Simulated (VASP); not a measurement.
# P (Im-3m) in VASP: relaxation of cell and atoms with PBE

Aim: the relaxation of cell and atoms of P with PBE.

Everything below comes from runs of VASP 6.6.1. Logs are shortened: lines on timing, memory, paths and dates and some standing lists are left out, and cuts for length are marked.

### Step 1. The cell of the first run

It takes space group Im-3m (No. 229, cubic). The conventional cell has a = 4.676 Å, b = 4.676 Å, c = 4.676 Å, α = 90.00°, β = 90.00°, γ = 90.00°. Within 3.1 Å of P (site symmetry 4/mmm) lie 4 P at 2.34 Å.

The cell was generated, and may not be a known phase.

### Step 2. Relaxation of cell and atoms, PBE

The input, INCAR:

```
SYSTEM = P
ALGO = Normal
EDIFF = 1E-6
EDIFFG = -0.01
ENCUT = 600
GGA = PE
IBRION = 2
ISIF = 3
ISMEAR = 0
LASPH = .True.
LCHARG = .False.
LREAL = .False.
LWAVE = .False.
NELM = 60
NSW = 100
PREC = Accurate
SIGMA = 0.1
```

The input, KPOINTS:

```
k-points
0
Gamma
  14 14 14
  0 0 0
```

The input, POSCAR:

```
P
1.0
   -2.3381786857      2.3381786857      2.3381786857
    2.3381786857     -2.3381786857      2.3381786857
    2.3381786857      2.3381786857     -2.3381786857
P
3
Direct
    0.0000000000      0.5000000000      0.5000000000
    0.5000000000      0.0000000000      0.5000000000
    0.5000000000      0.5000000000      0.0000000000
```

Potentials or basis: VASP PAW PBE potentials, release 64 (P).

Launch:

```
> cat potpaw_PBE.64/P/POTCAR > POTCAR
> mpirun -np 1 vasp_std > vasp.out
```

OUTCAR:

```text
SYSTEM = P
   EDIFF = 1E-6
   EDIFFG = -0.01
   ENCUT = 600
   GGA = PE
   IBRION = 2
   ISIF = 3
   ISMEAR = 0
   LASPH = .True.
   LREAL = .False.
   NELM = 60
   NSW = 100
   PREC = Accurate

 ion  position               nearest neighbor table
   1  0.000  0.500  0.500-   2 2.34   3 2.34   3 2.34   2 2.34
   2  0.500  0.000  0.500-   1 2.34   3 2.34   3 2.34   1 2.34
   3  0.500  0.500  0.000-   1 2.34   2 2.34   2 2.34   1 2.34

  LATTYP: Found a body centered cubic cell.
 ALAT       =     4.6763573714

  Lattice vectors:

 A1 = (  -2.3381786857,   2.3381786857,   2.3381786857)
 A2 = (   2.3381786857,  -2.3381786857,   2.3381786857)
 A3 = (   2.3381786857,   2.3381786857,  -2.3381786857)

Analysis of symmetry for initial positions (statically):
=====================================================================
 Subroutine PRICEL returns:
 Original cell was already a primitive cell.

 Routine SETGRP: Setting up the symmetry group for a
 body centered cubic supercell.

 Subroutine GETGRP returns: Found 48 space group operations
 (whereof 48 operations were pure point group operations)
 out of a pool of 48 trial point group operations.

The static configuration has the point symmetry O_h .

Analysis of symmetry for dynamics (positions and initial velocities):
=====================================================================
 Subroutine PRICEL returns:
 Original cell was already a primitive cell.

 Routine SETGRP: Setting up the symmetry group for a
 body centered cubic supercell.

 Subroutine GETGRP returns: Found 48 space group operations
 (whereof 48 operations were pure point group operations)
 out of a pool of 48 trial point group operations.

The dynamic configuration has the point symmetry O_h .

 Subroutine INISYM returns: Found 48 space group operations
 (whereof 48 operations are pure point group operations),
 and found     1 'primitive' translations

----------------------------------------------------------------------------------------

                                     Primitive cell

  volume of cell :      51.1320

  direct lattice vectors                    reciprocal lattice vectors
    -2.338178686  2.338178686  2.338178686     0.000000000  0.213841655  0.213841655
     2.338178686 -2.338178686  2.338178686     0.213841655  0.000000000  0.213841655
     2.338178686  2.338178686 -2.338178686     0.213841655  0.213841655  0.000000000

  length of vectors
     4.049844281  4.049844281  4.049844281     0.302417769  0.302417769  0.302417769

  position of ions in fractional coordinates (direct lattice)
     0.000000000  0.500000000  0.500000000
     0.500000000  0.000000000  0.500000000
     0.500000000  0.500000000  0.000000000

  ion indices of the primitive-cell ions
   primitive index   ion index
                 1           1
                 2           2
                 3           3

----------------------------------------------------------------------------------------

 KPOINTS: k-points

Automatic generation of k-mesh.
 Grid dimensions read from file:
 generate k-points for:   14   14   14

 Generating k-lattice:

  Cartesian coordinates                     Fractional coordinates (reciprocal lattice)
     0.000000000  0.015274404  0.015274404     0.071428571  0.000000000  0.000000000
     0.015274404  0.000000000  0.015274404     0.000000000  0.071428571  0.000000000
     0.015274404  0.015274404  0.000000000     0.000000000  0.000000000  0.071428571

  Length of vectors
     0.021601269  0.021601269  0.021601269

  Shift w.r.t. Gamma in fractional coordinates (k-lattice)
     0.000000000  0.000000000  0.000000000

 Subroutine IBZKPT returns following result:
 ===========================================

 Found    104 irreducible k-points:

 Following reciprocal coordinates:
            Coordinates               Weight
  0.000000  0.000000  0.000000      1.000000
  0.071429  0.000000  0.000000     12.000000
  0.142857  0.000000  0.000000     12.000000
  0.214286  0.000000  0.000000     12.000000
  0.285714  0.000000  0.000000     12.000000
  0.357143  0.000000  0.000000     12.000000
[... 16 lines left out ...]
  0.285714  0.285714  0.000000     24.000000
  0.357143  0.285714  0.000000     24.000000
 [... further k-points ...]
   k-points           NKPTS =    104   k-points in BZ     NKDIM =    104   number of bands    NBANDS=     11
   number of dos      NEDOS =    301   number of ions     NIONS =      3
   total plane-waves  NPLWV =  32768
   dimension x,y,z NGX =    32 NGY =   32 NGZ =   32
   dimension x,y,z NGXF=    64 NGYF=   64 NGZF=   64
   ions per type =               3
   NGX,Y,Z   is equivalent  to a cutoff of  13.14, 13.14, 13.14 a.u.
   NGXF,Y,Z  is equivalent  to a cutoff of  26.27, 26.27, 26.27 a.u.
 SYSTEM =  P
   PREC   = accura    normal or accurate (medium, high low for compatibility)
   ISTART =      0    job   : 0-new  1-cont  2-samecut
   ICHARG =      2    charge: 1-file 2-atom 10-const
   ISPIN  =      1    spin polarized calculation?
   LNONCOLLINEAR =      F non collinear calculations
   LSORBIT =      F    spin-orbit coupling
   LASPH  =      T    aspherical Exc in radial PAW
   ENCUT  =  600.0 eV  44.10 Ry    6.64 a.u.   8.09  8.09  8.09*2*pi/ulx,y,z
   NELM   =     60;   NELMIN=  2; NELMDL= -5     # of ELM steps
   EDIFF  = 0.1E-05   stopping-criterion for ELM
   LREAL  =      F    real-space projection
   EDIFFG = -.1E-01   stopping-criterion for IOM
   NSW    =    100    number of steps for IOM
   IBRION =      2    ionic relax: 0-MD 1-quasi-New 2-CG
   NFREE  =      1    steps in history (QN), initial steepest desc. (CG)
   ISIF   =      3    stress and relaxation
   ISYM   =      2    0-nonsym 1-usesym 2-fastsym
   POTIM  = 0.5000    time-step for ionic-motion
   TEBEG  =    0.0;   TEEND  =   0.0 temperature during run
   PSTRESS=    0.0 pullay stress
   NELECT =      15.0000    total number of electrons
   NUPDOWN=      -1.0000    fix difference up-down
   EMIN   =  10.00;   EMAX   =-10.00  energy-range for DOS
   EFERMI =   0.00;   METHOD = LEGACY
   ISMEAR =     0;   SIGMA  =   0.10  broadening in eV -4-tet -1-fermi 0-gaus
   EFERMI_NEDOS =   21; number of points for ismear=-14 and -15
   IALGO  =     38    algorithm
   IMIX   =      4    mixing-type and parameters
     AMIX     =   0.40;   BMIX     =  1.00
     AMIX_MAG =   1.60;   BMIX_MAG =  1.00
  volume/ion in A,a.u.               =      17.04       115.02
  Fermi-wavevector in a.u.,A,eV,Ry     =   1.087780  2.055605 16.099289  1.183264
  Thomas-Fermi vector in A             =   2.223947
   LORBIT       =      0    0 simple, 1 ext, 2 COOP (PROOUT), +10 PAW based schemes
   GGA     = PE    functional components
   LHFCALC =     F    Hartree Fock is set to
   AEXX    =    0.0000 exact exchange contribution
   IVDW    =     0    specifies the selected vdW correction
   LEPSILON=     F    determine dielectric tensor
   LRPA    =     F    only Hartree local field effects (RPA)
 conjugate gradient relaxation of ions
 non-spin polarized calculation
 Gauss-broadening in eV      SIGMA  =   0.10
  energy-cutoff  :      600.00
  volume of cell :       51.13
 maximum number of plane-waves:      1725
   NGX = 17   NGY = 17   NGZ = 17

--------------------------------------- Ionic step        1  -------------------------------------------

 number of electron      15.0000000 magnetization

 Free energy of the ion-electron system (eV)
  ---------------------------------------------------
  ext. energy  EPLUGINS =         0.00000000
  ---------------------------------------------------
  free energy    TOTEN  =       -14.08404459 eV

  energy without entropy =      -14.07585080  energy(sigma->0) =      -14.07994769

------------------------ aborting loop because EDIFF is reached ----------------------------------------

  FORCE on cell =-STRESS in cart. coord.  units (eV):
  Direction    XX          YY          ZZ          XY          YZ          ZX
  --------------------------------------------------------------------------------------
  -------------------------------------------------------------------------------------
  Total       -0.1272480     -0.1272480     -0.1272480      0.0000000      0.0000000      0.0000000
  in kB       -3.9872037     -3.9872037     -3.9872037      0.0000000      0.0000000      0.0000000
  external PRESSURE =      -3.9872037 kB  Pullay stress =       0.0000000 kB

 VOLUME and BASIS-vectors are now :
 -----------------------------------------------------------------------------
  energy-cutoff  :      600.00
  volume of cell :       51.13
      direct lattice vectors                 reciprocal lattice vectors
    -2.338178686  2.338178686  2.338178686     0.000000000  0.213841655  0.213841655
     2.338178686 -2.338178686  2.338178686     0.213841655  0.000000000  0.213841655
     2.338178686  2.338178686 -2.338178686     0.213841655  0.213841655  0.000000000

 POSITION                                       TOTAL-FORCE (eV/Angst)
 -----------------------------------------------------------------------------------
      2.33818      0.00000      0.00000        -0.000000     -0.000000      0.000000
      0.00000      2.33818      0.00000         0.000000     -0.000000      0.000000
      0.00000      0.00000      2.33818         0.000000      0.000000     -0.000000
 -----------------------------------------------------------------------------------
    total drift:                               -0.000000     -0.000000      0.000000

  FREE ENERGIE OF THE ION-ELECTRON SYSTEM (eV)
  ---------------------------------------------------
  free  energy   TOTEN  =       -14.0840445891 eV

  energy  without entropy=      -14.0758507997  energy(sigma->0) =      -14.07994769

--------------------------------------- Ionic step        2  -------------------------------------------

 number of electron      15.0000001 magnetization

 Free energy of the ion-electron system (eV)
  ---------------------------------------------------
  ext. energy  EPLUGINS =         0.00000000
  ---------------------------------------------------
  free energy    TOTEN  =       -14.08434158 eV

  energy without entropy =      -14.07608955  energy(sigma->0) =      -14.08021557

 E-fermi :   7.3261     XC(G=0): -10.5394

 val. band max:        7.3209438541   @ k =   0.2143   0.2143   0.0000
 cond. band min:       7.3944325364   @ k =   0.1429   0.0714   0.0714
 fundamental gap:      0.0734886823
 Fermi energy:         7.3261421006

 k-point     1 :       0.0000    0.0000    0.0000
  band No.  band energies     occupation
      1      -8.2028      2.00000
      2       1.1899      2.00000
      3       1.1899      2.00000
      4       2.1276      2.00000
      5       2.1276      2.00000
      6       2.1276      2.00000
      7       6.8321      2.00000
      8       6.8321      2.00000
      9       6.8321      2.00000
     10      10.0909      0.00000
     11      10.0909      0.00000

 k-point     2 :       0.0714    0.0000    0.0000
  band No.  band energies     occupation
      1      -8.1449      2.00000
      2       0.5120      2.00000
      3       0.8957      2.00000
      4       2.0771      2.00000
      5       2.4696      2.00000
      6       2.7830      2.00000
      7       6.5378      2.00000
      8       6.6766      2.00000
      9       6.9307      2.00000
     10      10.2638      0.00000
     11      10.3564      0.00000
[... 295 lines left out ...]
 k-point    24 :       0.3571    0.2857    0.0000
  band No.  band energies     occupation
      1      -5.2871      2.00000
      2      -4.8053      2.00000
      3      -2.5525      2.00000
      4       3.0308      2.00000
      5       3.4958      2.00000
      6       4.1261      2.00000
      7       6.9924      2.00000
      8       8.0296      0.00000
      9       8.7473      0.00000
     10       9.4688      0.00000
     11      12.2147      0.00000

 [... further k-points ...]

------------------------ aborting loop because EDIFF is reached ----------------------------------------

  FORCE on cell =-STRESS in cart. coord.  units (eV):
  Direction    XX          YY          ZZ          XY          YZ          ZX
  --------------------------------------------------------------------------------------
  -------------------------------------------------------------------------------------
  Total        0.0281355      0.0281355      0.0281355     -0.0000000     -0.0000000      0.0000000
  in kB        0.8870368      0.8870368      0.8870368     -0.0000000     -0.0000000      0.0000000
  external PRESSURE =       0.8870368 kB  Pullay stress =       0.0000000 kB

 VOLUME and BASIS-vectors are now :
 -----------------------------------------------------------------------------
  energy-cutoff  :      600.00
  volume of cell :       50.82
      direct lattice vectors                 reciprocal lattice vectors
    -2.333394164  2.333394164  2.333394164     0.000000000  0.214280128  0.214280128
     2.333394164 -2.333394164  2.333394164     0.214280128  0.000000000  0.214280128
     2.333394164  2.333394164 -2.333394164     0.214280128  0.214280128  0.000000000

 POSITION                                       TOTAL-FORCE (eV/Angst)
 -----------------------------------------------------------------------------------
      2.33339      0.00000      0.00000         0.000000      0.000000     -0.000000
      0.00000      2.33339      0.00000        -0.000000      0.000000     -0.000000
      0.00000      0.00000      2.33339        -0.000000     -0.000000      0.000000
 -----------------------------------------------------------------------------------
    total drift:                               -0.000000     -0.000000      0.000000

  FREE ENERGIE OF THE ION-ELECTRON SYSTEM (eV)
  ---------------------------------------------------
  free  energy   TOTEN  =       -14.0843415828 eV

  energy  without entropy=      -14.0760895525  energy(sigma->0) =      -14.08021557

 reached required accuracy - stopping structural energy minimisation
```

Wall time 34 s (1 thread of Intel Xeon Platinum 8124M at 3.00GHz (Skylake/Cascade Lake), shared host); peak memory 0.18 GiB.

Results:

* Free energy: -14.0843 eV
* Relaxed volume: 16.94 Å³/atom
* Relaxed cell: a = 4.042 Å, b = 4.042 Å, c = 4.042 Å, α = 109.47°, β = 109.47°, γ = 109.47°
* Space group after relaxing (to 0.1 Å): Im-3m (No. 229)
* Energy gained by relaxing: 0.1 meV/atom
* Ionic steps: 2
* Pressure after relaxing: 0.1 GPa
* Band gap on the k mesh: zero (an odd number of electrons rules out a gap without spin polarisation)

The path:
| step | energy change (eV) | largest force (eV/Å) | pressure (GPa) | volume (Å³) |
| --- | --- | --- | --- | --- |
| 1 | 0.0000 | 0.0000 | -0.40 | 51.13 |
| 2 | -0.0003 | 0.0000 | 0.09 | 50.82 |

Final structure:
```
CELL_PARAMETERS angstrom
-2.33339 2.33339 2.33339
2.33339 -2.33339 2.33339
2.33339 2.33339 -2.33339
ATOMIC_POSITIONS crystal
P 0.00000 0.50000 0.50000
P 0.50000 0.00000 0.50000
P 0.50000 0.50000 0.00000
```

The gap in the log of VASP goes by the Fermi energy; the results here count the filled bands.